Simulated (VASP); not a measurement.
# ZrZnN (P-6m2) in VASP: a series of runs

The runs below take ZrZnN through single point, relaxation of cell and atoms, with PBE.

Everything below comes from runs of VASP 6.6.1. Logs are shortened: lines on timing, memory, paths and dates and some standing lists are left out, and cuts for length are marked.

## Step 1: The cell of the first run

The structure is hexagonal, space group P-6m2 (No. 187). The conventional cell has a = 3.581 Å, b = 3.581 Å, c = 4.735 Å, α = 90.00°, β = 90.00°, γ = 120.00°. Within 2.7 Å of Zr (site symmetry -6m2) lie 3 N at 2.07 Å. Within 4.1 Å of Zn (site symmetry -6m2) lie 6 N at 3.14 Å and 6 Zr at 3.14 Å and 6 Zn at 3.58 Å. N (site symmetry -6m2) has 3 Zr at 2.07 Å within 2.7 Å.

The cell was built from a structure type or drawn by symmetry, and may not be a known phase.

## Step 2: Single point, PBE

Contents of INCAR:

```
SYSTEM = ZrZnN
PREC = Accurate
ENCUT = 520
EDIFF = 1E-6
ISMEAR = 0
SIGMA = 0.1
LREAL = .FALSE.
LASPH = .TRUE.
NELM = 100
ALGO = Normal
ISIF = 2
LWAVE = .FALSE.
LCHARG = .TRUE.
GGA = PE
LELF = .TRUE.
LVHAR = .TRUE.
NBANDS = 22
```

Contents of KPOINTS:

```
Automatic mesh
0
G
  6 6 6
  0 0 0
```

Contents of POSCAR:

```
ZrZnN
1.0
    3.5806671661      0.0000000029      0.0000000000
   -1.7903335856      3.1009487269      0.0000000000
    0.0000000000      0.0000000000      4.7346009354
Zr Zn N
1 1 1
Direct
    0.0000000000      0.0000000000      0.5000000000
    0.3333333333      0.6666666667      0.0000000000
    0.6666666667      0.3333333333      0.5000000000
```

Potentials or basis: VASP PAW PBE potentials, release 64 (Zr_sv, Zn, N).

Launch:

```sh
$ cat potpaw_PBE.64/Zr_sv/POTCAR potpaw_PBE.64/Zn/POTCAR potpaw_PBE.64/N/POTCAR > POTCAR
$ mpirun -np 1 vasp_std > vasp.out
```

OUTCAR:

```text
SYSTEM = ZrZnN
   PREC = Accurate
   ENCUT = 520
   EDIFF = 1E-6
   ISMEAR = 0
   LREAL = .FALSE.
   LASPH = .TRUE.
   NELM = 100
   ISIF = 2
   GGA = PE

 ion  position               nearest neighbor table
   1  0.000  0.000  0.500-   3 2.07   3 2.07   3 2.07   2 3.14   2 3.14   2 3.14   2 3.14   2 3.14
                             2 3.14
   2  0.333  0.667  0.000-   1 3.14   1 3.14   1 3.14   1 3.14   1 3.14   1 3.14
   3  0.667  0.333  0.500-   1 2.07   1 2.07   1 2.07

  LATTYP: Found a hexagonal cell.
 ALAT       =     3.5806671661
 C/A-ratio  =     1.3222678109

  Lattice vectors:

 A1 = (   3.5806671661,   0.0000000029,   0.0000000000)
 A2 = (  -1.7903335856,   3.1009487269,   0.0000000000)
 A3 = (   0.0000000000,   0.0000000000,   4.7346009354)

Analysis of symmetry for initial positions (statically):
=====================================================================
 Subroutine PRICEL returns:
 Original cell was already a primitive cell.

 Routine SETGRP: Setting up the symmetry group for a
 hexagonal supercell.

 Subroutine GETGRP returns: Found 12 space group operations
 (whereof 12 operations were pure point group operations)
 out of a pool of 24 trial point group operations.

The static configuration has the point symmetry D_3h.

Analysis of symmetry for dynamics (positions and initial velocities):
=====================================================================
 Subroutine PRICEL returns:
 Original cell was already a primitive cell.

 Routine SETGRP: Setting up the symmetry group for a
 hexagonal supercell.

 Subroutine GETGRP returns: Found 12 space group operations
 (whereof 12 operations were pure point group operations)
 out of a pool of 24 trial point group operations.

The dynamic configuration has the point symmetry D_3h.

 Subroutine INISYM returns: Found 12 space group operations
 (whereof 12 operations are pure point group operations),
 and found     1 'primitive' translations

----------------------------------------------------------------------------------------

                                     Primitive cell

  volume of cell :      52.5705

  direct lattice vectors                    reciprocal lattice vectors
     3.580667166  0.000000003  0.000000000     0.279277563  0.161240976  0.000000000
    -1.790333586  3.100948727  0.000000000    -0.000000000  0.322481952  0.000000000
     0.000000000  0.000000000  4.734600935     0.000000000  0.000000000  0.211211043

  length of vectors
     3.580667166  3.580667166  4.734600935     0.322481952  0.322481952  0.211211043

  position of ions in fractional coordinates (direct lattice)
     0.000000000  0.000000000  0.500000000
     0.333333333  0.666666667  0.000000000
     0.666666667  0.333333333  0.500000000

  ion indices of the primitive-cell ions
   primitive index   ion index
                 1           1
                 2           2
                 3           3

----------------------------------------------------------------------------------------

 KPOINTS: Automatic mesh

Automatic generation of k-mesh.
 Grid dimensions read from file:
 generate k-points for:    6    6    6

 Generating k-lattice:

  Cartesian coordinates                     Fractional coordinates (reciprocal lattice)
     0.046546260  0.026873496  0.000000000     0.166666667 -0.000000000  0.000000000
    -0.000000000  0.053746992  0.000000000    -0.000000000  0.166666667  0.000000000
     0.000000000  0.000000000  0.035201840     0.000000000  0.000000000  0.166666667

  Length of vectors
     0.053746992  0.053746992  0.035201840

  Shift w.r.t. Gamma in fractional coordinates (k-lattice)
     0.000000000  0.000000000  0.000000000

 Subroutine IBZKPT returns following result:
 ===========================================

 Found     28 irreducible k-points:

 Following reciprocal coordinates:
            Coordinates               Weight
  0.000000  0.000000  0.000000      1.000000
  0.166667 -0.000000  0.000000      6.000000
  0.333333 -0.000000  0.000000      6.000000
  0.500000  0.000000  0.000000      3.000000
  0.166667  0.166667  0.000000      6.000000
  0.333333  0.166667  0.000000     12.000000
[... 16 lines left out ...]
  0.166667 -0.000000  0.500000      6.000000
  0.333333 -0.000000  0.500000      6.000000
 [... further k-points ...]
   k-points           NKPTS =     28   k-points in BZ     NKDIM =     28   number of bands    NBANDS=     22
   number of dos      NEDOS =    301   number of ions     NIONS =      3
   total plane-waves  NPLWV =  28224
   dimension x,y,z NGX =    28 NGY =   28 NGZ =   36
   dimension x,y,z NGXF=    56 NGYF=   56 NGZF=   72
   ions per type =               1   1   1
   NGX,Y,Z   is equivalent  to a cutoff of  13.00, 13.00, 12.64 a.u.
   NGXF,Y,Z  is equivalent  to a cutoff of  26.00, 26.00, 25.28 a.u.
 SYSTEM =  ZrZnN
   PREC   = accura    normal or accurate (medium, high low for compatibility)
   ISTART =      0    job   : 0-new  1-cont  2-samecut
   ICHARG =      2    charge: 1-file 2-atom 10-const
   ISPIN  =      1    spin polarized calculation?
   LNONCOLLINEAR =      F non collinear calculations
   LSORBIT =      F    spin-orbit coupling
   LASPH  =      T    aspherical Exc in radial PAW
   ENCUT  =  520.0 eV  38.22 Ry    6.18 a.u.   6.66  6.66  8.80*2*pi/ulx,y,z
   NELM   =    100;   NELMIN=  2; NELMDL= -5     # of ELM steps
   EDIFF  = 0.1E-05   stopping-criterion for ELM
   LREAL  =      F    real-space projection
   EDIFFG = 0.1E-04   stopping-criterion for IOM
   NSW    =      0    number of steps for IOM
   IBRION =     -1    ionic relax: 0-MD 1-quasi-New 2-CG
   NFREE  =      0    steps in history (QN), initial steepest desc. (CG)
   ISIF   =      2    stress and relaxation
   ISYM   =      2    0-nonsym 1-usesym 2-fastsym
   POTIM  = 0.5000    time-step for ionic-motion
   TEBEG  =    0.0;   TEEND  =   0.0 temperature during run
   PSTRESS=    0.0 pullay stress
   NELECT =      29.0000    total number of electrons
   NUPDOWN=      -1.0000    fix difference up-down
   EMIN   =  10.00;   EMAX   =-10.00  energy-range for DOS
   EFERMI =   0.00;   METHOD = LEGACY
   ISMEAR =     0;   SIGMA  =   0.10  broadening in eV -4-tet -1-fermi 0-gaus
   EFERMI_NEDOS =   21; number of points for ismear=-14 and -15
   IALGO  =     38    algorithm
   IMIX   =      4    mixing-type and parameters
     AMIX     =   0.40;   BMIX     =  1.00
     AMIX_MAG =   1.60;   BMIX_MAG =  1.00
  volume/ion in A,a.u.               =      17.52       118.25
  Fermi-wavevector in a.u.,A,eV,Ry     =   1.342642  2.537225 24.527049  1.802687
  Thomas-Fermi vector in A             =   2.470780
   LORBIT       =      0    0 simple, 1 ext, 2 COOP (PROOUT), +10 PAW based schemes
   GGA     = PE    functional components
   LHFCALC =     F    Hartree Fock is set to
   AEXX    =    0.0000 exact exchange contribution
   IVDW    =     0    specifies the selected vdW correction
   LEPSILON=     F    determine dielectric tensor
   LRPA    =     F    only Hartree local field effects (RPA)
 non-spin polarized calculation
 Gauss-broadening in eV      SIGMA  =   0.10
  energy-cutoff  :      520.00
  volume of cell :       52.57
 maximum number of plane-waves:      1446
 NGX is ok and might be reduce to    28
   NGX = 13   NGY = 13   NGZ = 17

 number of electron      28.9999997 magnetization

 Free energy of the ion-electron system (eV)
  ---------------------------------------------------
  ext. energy  EPLUGINS =         0.00000000
  ---------------------------------------------------
  free energy    TOTEN  =       -19.54199999 eV

  energy without entropy =      -19.53530348  energy(sigma->0) =      -19.53865173

 E-fermi :   5.4543     XC(G=0): -10.5098

 val. band max:        5.4384110774   @ k =   0.3333   0.1667   0.0000
 cond. band min:       5.5365952691   @ k =   0.1667   0.1667   0.3333
 fundamental gap:      0.0981841917
 Fermi energy:         5.4542595974

 k-point     1 :       0.0000    0.0000    0.0000
  band No.  band energies     occupation
      1     -43.8073      2.00000
      2     -21.9558      2.00000
      3     -21.7674      2.00000
      4     -21.7674      2.00000
      5      -9.2597      2.00000
      6      -1.8692      2.00000
[... 14 lines left out ...]
     21      12.5166      0.00000
     22      14.7962      0.00000

 k-point     2 :       0.1667   -0.0000    0.0000
  band No.  band energies     occupation
      1     -43.7990      2.00000
      2     -21.9443      2.00000
      3     -21.8988      2.00000
      4     -21.7937      2.00000
      5      -8.9639      2.00000
      6      -1.8631      2.00000
[... 14 lines left out ...]
     21      11.6353      0.00000
     22      13.4003      0.00000

 k-point     3 :       0.3333   -0.0000    0.0000
  band No.  band energies     occupation
      1     -43.7824      2.00000
      2     -22.1487      2.00000
      3     -21.9210      2.00000
      4     -21.8456      2.00000
      5      -8.4153      2.00000
      6      -1.8729      2.00000
[... 14 lines left out ...]
     21      10.9464      0.00000
     22      12.3005      0.00000

 k-point     4 :       0.5000    0.0000    0.0000
  band No.  band energies     occupation
      1     -43.7740      2.00000
      2     -22.2681      2.00000
      3     -21.9093      2.00000
      4     -21.8713      2.00000
      5      -8.1699      2.00000
      6      -1.8838      2.00000
[... 14 lines left out ...]
     21      11.7157      0.00000
     22      12.3938      0.00000

 k-point     5 :       0.1667    0.1667    0.0000
  band No.  band energies     occupation
      1     -43.7866      2.00000
      2     -22.0678      2.00000
      3     -21.9268      2.00000
      4     -21.8539      2.00000
      5      -8.5383      2.00000
      6      -1.8668      2.00000
[... 417 lines left out ...]
 k-point    22 :       0.0000    0.0000    0.5000
  band No.  band energies     occupation
      1     -43.8071      2.00000
      2     -21.9667      2.00000
      3     -21.7670      2.00000
      4     -21.7670      2.00000
      5      -9.2062      2.00000
      6      -1.8429      2.00000
[... 14 lines left out ...]
     21      13.4420      0.00000
     22      13.4420      0.00000

 k-point    23 :       0.1667   -0.0000    0.5000
  band No.  band energies     occupation
      1     -43.7988      2.00000
      2     -21.9543      2.00000
      3     -21.8980      2.00000
      4     -21.7934      2.00000
      5      -8.9204      2.00000
      6      -1.8198      2.00000
[... 14 lines left out ...]
     21      12.5697      0.00000
     22      13.4838      0.00000

 k-point    24 :       0.3333   -0.0000    0.5000
  band No.  band energies     occupation
      1     -43.7822      2.00000
      2     -22.1473      2.00000
      3     -21.9294      2.00000
      4     -21.8454      2.00000
      5      -8.3915      2.00000
      6      -1.8268      2.00000
[... 14 lines left out ...]
     21      11.1567      0.00000
     22      13.4197      0.00000

 [... further k-points ...]

------------------------ aborting loop because EDIFF is reached ----------------------------------------

  FORCE on cell =-STRESS in cart. coord.  units (eV):
  Direction    XX          YY          ZZ          XY          YZ          ZX
  --------------------------------------------------------------------------------------
  -------------------------------------------------------------------------------------
  Total        0.0601720      0.0601720      0.1020882     -0.0000000      0.0000000      0.0000000
  in kB        1.8338474      1.8338474      3.1113154     -0.0000000      0.0000000      0.0000000
  external PRESSURE =       2.2596701 kB  Pullay stress =       0.0000000 kB

 VOLUME and BASIS-vectors are now :
 -----------------------------------------------------------------------------
  energy-cutoff  :      520.00
  volume of cell :       52.57
      direct lattice vectors                 reciprocal lattice vectors
     3.580667166  0.000000003  0.000000000     0.279277563  0.161240976  0.000000000
    -1.790333586  3.100948727  0.000000000    -0.000000000  0.322481952  0.000000000
     0.000000000  0.000000000  4.734600935     0.000000000  0.000000000  0.211211043

 POSITION                                       TOTAL-FORCE (eV/Angst)
 -----------------------------------------------------------------------------------
      0.00000      0.00000      2.36730        -0.000000      0.000000      0.000000
     -0.00000      2.06730      0.00000         0.000000     -0.000000      0.000000
      1.79033      1.03365      2.36730        -0.000000      0.000000      0.000000
 -----------------------------------------------------------------------------------
    total drift:                               -0.000002      0.000001     -0.000000

  FREE ENERGIE OF THE ION-ELECTRON SYSTEM (eV)
  ---------------------------------------------------
  free  energy   TOTEN  =       -19.5419999853 eV

  energy  without entropy=      -19.5353034823  energy(sigma->0) =      -19.53865173
```

Wall time 14 s (1 thread of Intel Xeon 6975P-C (Granite Rapids), shared host); peak memory 0.19 GiB.

Results:

```yaml
Free_energy: -19.5420 eV
Pressure: 0.2 GPa
Band_gap_on_the_k_mesh: zero (an odd number of electrons rules out a gap without spin polarisation)
```

## Step 3: Single point, PBE

Contents of INCAR:

```
SYSTEM = ZrZnN
PREC = Accurate ; ENCUT = 520
EDIFF = 1E-7 ; ISMEAR = 0
SIGMA = 0.1 ; LREAL = .False.
LASPH = .True. ; NELM = 80
ALGO = Normal ; ISIF = 2
LWAVE = .False. ; LCHARG = .True.
GGA = PE ; LELF = .True.
LVHAR = .True. ; NBANDS = 22
```

Contents of KPOINTS:

```
Automatic mesh
0
Gamma
  12 12 10
  0 0 0
```

Contents of POSCAR:

```
ZrZnN
1.0
    3.5829152917      0.0000000000      0.0000000000
   -1.7914576458      3.1028956622      0.0000000000
    0.0000000000      0.0000000000      4.7243004290
Zr Zn N
1 1 1
Direct
    0.0000000000      0.0000000000      0.5000000000
    0.3333333333      0.6666666667      0.0000000000
    0.6666666667      0.3333333333      0.5000000000
```

Potentials or basis: VASP PAW PBE potentials, release 64 (Zr_sv, Zn, N).

Launch:

```sh
$ cat potpaw_PBE.64/Zr_sv/POTCAR potpaw_PBE.64/Zn/POTCAR potpaw_PBE.64/N/POTCAR > POTCAR
$ mpirun -np 1 vasp_std > vasp.out
```

It took 50 s on 1 thread of Intel Xeon 6975P-C (Granite Rapids), shared host; peak memory 0.27 GiB.

It converged, with:

* Free energy: -19.5196 eV
* Pressure: 0.2 GPa
* Band gap on the k mesh: zero (an odd number of electrons rules out a gap without spin polarisation)

Stress tensor (GPa, compression positive):
```
0.22 0.00 0.00
0.00 0.22 0.00
0.00 0.00 0.03
```

Levels at points of the mesh, in eV from the Fermi level:
| k point | band 10 | band 11 | band 12 | band 13 | band 14 | band 15 | band 16 | band 17 | band 18 | band 19 |
| --- | --- | --- | --- | --- | --- | --- | --- | --- | --- | --- |
| (0.00, 0.00, 0.00) | -7.13 | -5.72 | -4.91 | -4.91 | -3.33 | 2.23 | 2.23 | 2.46 | 3.95 | 6.36 |
| (0.50, 0.00, 0.00) | -6.99 | -4.93 | -3.88 | -2.73 | -2.18 | -1.25 | 1.43 | 1.69 | 2.62 | 3.72 |
| (0.00, 0.00, 0.50) | -7.14 | -6.14 | -4.83 | -4.83 | -0.82 | -0.54 | 1.94 | 1.94 | 2.52 | 8.01 |
| (0.50, 0.00, 0.50) | -6.99 | -4.91 | -4.54 | -2.68 | -2.17 | 0.47 | 0.81 | 1.36 | 2.21 | 4.29 |

## Step 4: Relaxation of cell and atoms, PBE

Contents of INCAR:

```
PREC = Accurate
ENCUT = 600
EDIFF = 1E-6
ISMEAR = 0
SIGMA = 0.1
LREAL = False
LASPH = True
NELM = 100
ALGO = Normal
ISIF = 3
LWAVE = False
LCHARG = False
GGA = PE
IBRION = 2
NSW = 100
EDIFFG = -0.01
```

Contents of KPOINTS:

```
Automatic mesh
0
Gamma
  12 12 10
```

Contents of POSCAR:

```
ZrZnN
1.0
    3.5806671661      0.0000000000      0.0000000000
   -1.7903335830      3.1009487283      0.0000000000
    0.0000000000      0.0000000000      4.7346009354
Zr Zn N
1 1 1
Direct
    0.0000000000      0.0000000000      0.5000000000
    0.3333333333      0.6666666667      0.0000000000
    0.6666666667      0.3333333333      0.5000000000
```

Launch:

```sh
$ cat potpaw_PBE.64/Zr_sv/POTCAR potpaw_PBE.64/Zn/POTCAR potpaw_PBE.64/N/POTCAR > POTCAR
$ mpirun -np 1 vasp_std > vasp.out
```

Wall time 2.4 min (1 thread of Intel Xeon 6975P-C (Granite Rapids), shared host); peak memory 0.31 GiB.

Results (log left out):

```yaml
Free_energy: -19.5208 eV
Relaxed_volume: 17.51 Å³/atom
Relaxed_cell: a = 3.584 Å, b = 3.584 Å, c = 4.722 Å, α = 90.00°, β = 90.00°, γ = 120.00°
Space_group_after_relaxing_to_0.1_Å: P-6m2 (No. 187)
Energy_gained_by_relaxing: 0.1 meV/atom
Ionic_steps: 5
Pressure_after_relaxing: 0.0 GPa
Band_gap_on_the_k_mesh: zero (an odd number of electrons rules out a gap without spin polarisation)
```

Step by step:
| step | energy change (eV) | largest force (eV/Å) | pressure (GPa) | volume (Å³) |
| --- | --- | --- | --- | --- |
| 1 | 0.0000 | 0.0000 | 0.20 | 52.57 |
| 2 | 0.0000 | 0.0000 | -0.32 | 52.74 |
| 3 | -0.0001 | 0.0000 | -0.05 | 52.65 |
| 4 | -0.0001 | 0.0000 | -0.04 | 52.62 |
| 5 | -0.0002 | 0.0000 | 0.00 | 52.54 |

Final structure:
```xyz
3
Lattice="3.5842 0.0000 0.0000 -1.7921 3.1040 0.0000 0.0000 0.0000 4.7223" Properties=species:S:1:pos:R:3 pbc="T T T"
Zr    0.0000    0.0000    2.3611
Zn    0.0000    2.0693    0.0000
N     1.7921    1.0347    2.3611
```

Levels at points of the mesh, in eV from the Fermi level:
```csv
k point,band 10,band 11,band 12,band 13,band 14,band 15,band 16,band 17,band 18
"(0.00, 0.00, 0.00)",-7.13,-5.72,-4.91,-4.91,-3.32,2.22,2.22,2.46,3.96
"(0.50, 0.00, 0.00)",-6.99,-4.93,-3.87,-2.73,-2.18,-1.25,1.43,1.68,2.62
"(0.00, 0.00, 0.50)",-7.14,-6.14,-4.82,-4.82,-0.81,-0.54,1.94,1.94,2.51
"(0.50, 0.00, 0.50)",-6.99,-4.91,-4.54,-2.68,-2.17,0.47,0.80,1.36,2.21
```

## Step 5: Summary

| task | cell | k mesh | cutoff (eV) | gap on the mesh (eV) | pressure (GPa) |
| --- | --- | --- | --- | --- | --- |
| single point | a = 3.581, b = 3.581, c = 4.735 Å, angles 90.0, 90.0, 120.0°, 3 atoms | 6 × 6 × 6 | 520 | none | 0.2 |
| single point | a = 3.583, b = 3.583, c = 4.724 Å, angles 90.0, 90.0, 120.0°, 3 atoms | 12 × 12 × 10 | 520 | none | 0.2 |
| relaxation of cell and atoms | relaxed from a = 3.581, b = 3.581, c = 4.735 Å, angles 90.0, 90.0, 120.0°, 3 atoms | 12 × 12 × 10 | 600 | none | 0.0 |

Alike in all rows: level PBE; potentials or basis VASP PAW PBE potentials, release 64 (Zr_sv, Zn, N); no spin polarisation; smearing gaussian 0.1 eV.

Total energies depend on the potentials used, so only differences within one code and one set of settings carry meaning.
